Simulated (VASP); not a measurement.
BiTe, 2 atoms in the cell. It takes space group Fm-3m (No. 225, cubic). The conventional cell has a = 6.427 Å, b = 6.427 Å, c = 6.427 Å, α = 90.00°, β = 90.00°, γ = 90.00°. Within 4.2 Å of Bi (site symmetry m-3m) lie 6 Te at 3.21 Å. Within 4.2 Å of Te (site symmetry m-3m) lie 6 Bi at 3.21 Å. 

```yaml
Program: VASP 6.6.1
Task: single point
Functional: r2SCAN
Potentials_or_basis: VASP PAW PBE potentials, release 64 (Bi_d, Te)
Cutoff: 520 eV
k_mesh: 7 × 7 × 7
Occupations: fermi-dirac, width 0.05 eV
Spin: no spin polarisation
Dipole_correction: no
Further_INCAR_settings: ALGO = Normal; EDIFF = 1e-06; NBANDS = 18
```

Potentials or basis: VASP PAW PBE potentials, release 64 (Bi_d, Te).

The run is started by

```sh
$ cat potpaw_PBE.64/Bi_d/POTCAR potpaw_PBE.64/Te/POTCAR > POTCAR
$ cp INCAR.step1 INCAR
$ mpirun -np 1 vasp_std > vasp.out
$ cp INCAR.step2 INCAR
$ mpirun -np 1 vasp_std > vasp.out
```

Hardware: 1 thread of Intel(R) Xeon(R) 6975P-C (Granite Rapids), with other jobs on the host.

Question: Estimate the wall time of this run.

Answer: Wall time 50 s on 1 thread of Intel(R) Xeon(R) 6975P-C (Granite Rapids), with other jobs on the host, peak memory 0.23 GiB. Counts: k points 20.
